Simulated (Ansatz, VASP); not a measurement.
**GaSb: VASP beside Ansatz**

File INCAR:

```
ALGO = Normal
EDIFF = 1E-6
EDIFFG = -0.01
ENCUT = 600
GGA = PE
IBRION = 2
ISIF = 3
ISMEAR = 0
IVDW = 12
LASPH = T
LCHARG = F
LREAL = F
LWAVE = F
NELM = 80
NSW = 100
PREC = Accurate
SIGMA = 0.1
```

KPOINTS

```
k-points
0
Gamma
  16 16 16
```

Contents of POSCAR:

```
GaSb
1.0
    0.0000000000      3.0686042300      3.0686042300
    3.0686042300      0.0000000000      3.0686042300
    3.0686042300      3.0686042300      0.0000000000
Ga Sb
1 1
Direct
    0.0000000000      0.0000000000      0.0000000000
    0.7500000000      0.7500000000      0.7500000000
```

Input for Ansatz:

```yaml
crystal:
  lattice:
    - [0.0, 3.06860423, 3.06860423]
    - [3.06860423, 0.0, 3.06860423]
    - [3.06860423, 3.06860423, 0.0]
  atoms:
    - { symbol: Ga, position: [0.0, 0.0, 0.0] }
    - { symbol: Sb, position: [0.75, 0.75, 0.75] }
basis:
  ecutwfc: 420
kpoints:
  mp_grid: { grid: [16, 16, 16] }
hamiltonian:
  xc: pbe
  dispersion: d3bj
scf:
  occupations: { method: gaussian, width: 0.1 }
output:
  forces: true
  stress: true
  eigenvalues: true
relax:
  adjacent_minimum: "off"
  f_tol: 0.01
  max_steps: 80
  cell: { stress_tol: 0.05 }
```

Alike in both runs: task relaxation of cell and atoms; functional PBE; dispersion D3(BJ); k mesh 16 × 16 × 16; occupations gaussian, width 0.1 eV; no spin polarisation.

|  | VASP | Ansatz |
| --- | --- | --- |
| version | VASP 6.6.1 | Ansatz 0.2.0 |
| potentials or method | VASP PAW PBE potentials, release 64 (Ga_d, Sb), cutoff 600 eV | scalar-relativistic, plane waves, PAW |
| valence electrons in the cell | 18 | 28 |

Ansatz gave:

| Item | Value |
| --- | --- |
| gap on the k mesh at the Fermi level, each at its own relaxed structure (eV) | none |
| relaxed volume (Å³/atom) | 28.78 |
| relaxed cell length with the largest relative difference (Å) | 4.334 |

Q: Estimate VASP's values.

A: gap on the k mesh at the Fermi level, each at its own relaxed structure (eV): none; relaxed volume (Å³/atom): 28.82; relaxed cell length with the largest relative difference (Å): 4.336.

A gap of «none» marks a metal or a gap that the smearing closes. VASP's potentials hold 18 valence electrons a cell and Ansatz's 28, so a difference there can come from the potentials and not from the codes.

Spin-orbit coupling is off throughout.
